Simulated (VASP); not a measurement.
A run of VASP 6.6.1 is set up as follows.

Contents of INCAR:

```
SYSTEM = K2Nb2O
ALGO = Normal ; EDIFF = 1E-7
ENCUT = 520 ; GGA = PE
ISIF = 2 ; ISMEAR = 0
ISPIN = 2 ; LASPH = .TRUE.
LCHARG = .FALSE. ; LMAXMIX = 4
LORBIT = 11 ; LREAL = .FALSE.
LWAVE = .FALSE. ; MAGMOM = 0 0 0 0 0
NBANDS = 37 ; NELM = 150
PREC = Accurate ; SIGMA = 0.1
```

The input KPOINTS:

```
k-points
0
G
  6 6 4
  0 0 0
```

File POSCAR:

```
K2Nb2O
1.0
    4.5961660760      0.0000000000      0.0000000000
   -2.2980830380      3.9803965818      0.0000000000
    0.0000000000      0.0000000000      6.6348496691
K Nb O
2 2 1
Direct
    0.3333333333      0.6666666667      0.5000000000
    0.6666666667      0.3333333333      0.5000000000
    0.3333333333      0.6666666667      0.0000000000
    0.6666666667      0.3333333333      0.0000000000
    0.0000000000      0.0000000000      0.0000000000
```

Potentials or basis: VASP PAW PBE potentials, release 64 (K_sv, Nb_sv, O).

Launch:

```console
$ cat potpaw_PBE.64/K_sv/POTCAR potpaw_PBE.64/Nb_sv/POTCAR potpaw_PBE.64/O/POTCAR > POTCAR
$ mpirun -np 1 vasp_std > vasp.out
```

Q: Predict the band gap on the k mesh.

A: Zero (filled and empty bands overlap).

Q: What does it give for the net moment?

A: 0.00 μB per cell.

Q: What does it give for the pressure?

A: 0.1 GPa.
